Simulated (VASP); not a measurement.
Set up this calculation in VASP 6.6.1, as the native input.

```yaml
Task: single point
Functional: PBE
Potentials_or_basis: VASP PAW PBE potentials, release 64 (Sb, P)
Cutoff: 520 eV
k_mesh: 6 × 6 × 2
Occupations: gaussian, width 0.1 eV
Spin: no spin polarisation
Dipole_correction: no
Further_INCAR_settings: ALGO = Normal; EDIFF = 1e-06; NBANDS = 24
```

The structure of SbP lies in POSCAR:

```
SbP
1.0
    5.2218062400      0.0000000000      0.0000000000
   -2.6109031200      4.5222168500      0.0000000000
    0.0000000000      0.0000000000      7.7189315300
Sb P
3 3
Direct
    0.0783184900      0.0000000000      0.8333333300
    0.0000000000      0.0783184900      0.1666666700
    0.9216815100      0.9216815100      0.5000000000
    0.4730853100      0.0000000000      0.3333333300
    0.0000000000      0.4730853100      0.6666666700
    0.5269146900      0.5269146900      0.0000000000
```

One way to write it, as run:

INCAR

```
ALGO = Normal
EDIFF = 1E-6
ENCUT = 520
GGA = PE
ISIF = 2
ISMEAR = 0
LASPH = T
LCHARG = F
LREAL = F
LWAVE = F
NBANDS = 24
NELM = 60
PREC = Accurate
SIGMA = 0.1
```

KPOINTS

```
k-points
0
Gamma
  6 6 2
```

Potentials or basis: VASP PAW PBE potentials, release 64 (Sb, P).

Run with:

```bash
$ cat potpaw_PBE.64/Sb/POTCAR potpaw_PBE.64/P/POTCAR > POTCAR
$ mpirun -np 1 vasp_std > vasp.out
```

It gave:

```
Pressure               : 0.2 GPa
Largest force          : 1.013 eV/Å
Band gap on the k mesh : zero (band 15 reaches 4.84 eV, above the bottom of band 16 at 4.11 eV)
```

Caveat: the k points lie up to 0.41 Å⁻¹ apart; spin-orbit coupling is left out, which moves the levels of the heavy elements; forces of over 1 eV/Å act on the atoms, so gaps and moduli don't describe the material at rest.

It took 58 s on 1 thread of Intel Xeon 6975P-C (shared host), peak memory 0.31 GiB.
